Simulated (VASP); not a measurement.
A run of VASP 6.6.1 is set up as follows.

File INCAR:

```
SYSTEM = Pd
PREC = Accurate
ENCUT = 520
EDIFF = 1E-7
ISMEAR = -1
SIGMA = 0.05
LREAL = .FALSE.
LASPH = .TRUE.
NELM = 100
ALGO = Normal
ISIF = 2
LWAVE = .FALSE.
LCHARG = .FALSE.
GGA = B5
ALDAX = 1.0
AGGAX = 1.0
AGGAC = 1.0
ALDAC = 0.0
IVDW = 12
VDW_S6 = 1.0
VDW_S8 = 2.6996
VDW_A1 = 0.4298
VDW_A2 = 4.2359
NBANDS = 11
```

The input KPOINTS:

```
Automatic mesh
0
G
  12 12 12
  0 0 0
```

File POSCAR:

```
Pd
1.0
    0.0000000000      1.9201927211      1.9201927211
    1.9201927211      0.0000000000      1.9201927211
    1.9201927211      1.9201927211      0.0000000000
Pd
1
Direct
    0.0000000000      0.0000000000      0.0000000000
```

Potentials or basis: VASP PAW PBE potentials, release 64 (Pd).

The run is started by

```sh
$ cat potpaw_PBE.64/Pd/POTCAR > POTCAR
$ mpirun -np 1 vasp_std > vasp.out
```

(1) Estimate the pressure.

(2) Estimate the band gap on the k mesh.

## Answers

(1) 9.9 GPa.

(2) zero (band 5 reaches 11.33 eV, above the bottom of band 6 at 9.61 eV).

Caveat: the PAW data sets were made with another functional, which shifts forces and pressure a little; pairwise dispersion overbinds metals, which lowers pressure and volume.
